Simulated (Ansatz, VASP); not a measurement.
## CdSe in VASP and in Ansatz

```
Cd Se
1.0
     4.60224    0.00000    0.00000
    -2.30112    3.98566    0.00000
     0.00000    0.00000    6.00162
Cd Se
2 2
Direct
  0.33333 0.66667 0.25000
  0.66667 0.33333 0.75000
  0.66667 0.33333 0.25000
  0.33333 0.66667 0.75000
```

Alike in both runs: task single point; functional PBE; k mesh 8 × 8 × 1; no spin polarisation.

|  | VASP | Ansatz |
| --- | --- | --- |
| version | VASP 6.6.1 | Ansatz 0.2.0 |
| potentials or method | VASP PAW PBE potentials, release 64 (Cd, Se) | plane waves |
| plane-wave cutoff (eV) | 500 | 420 |
| occupations | gaussian, width 0.01 eV | fixed |
| valence electrons in the cell | 36 | 72 |

|  | VASP | Ansatz | Ansatz less VASP |
| --- | --- | --- | --- |
| gap on the k mesh at the Fermi level (eV) | 0.43 | 0.45 | +0.023 |
| pressure (GPa) | -1.2 | -1.5 | -0.34 |
| traceless stress, the component that is largest in VASP (GPa) | -1.53 | -1.49 | +0.035 |

VASP's potentials hold 36 valence electrons a cell and Ansatz's 72, so a difference there can come from the potentials and not from the codes.

The k mesh is coarse, so the values compare programs but aren't converged.
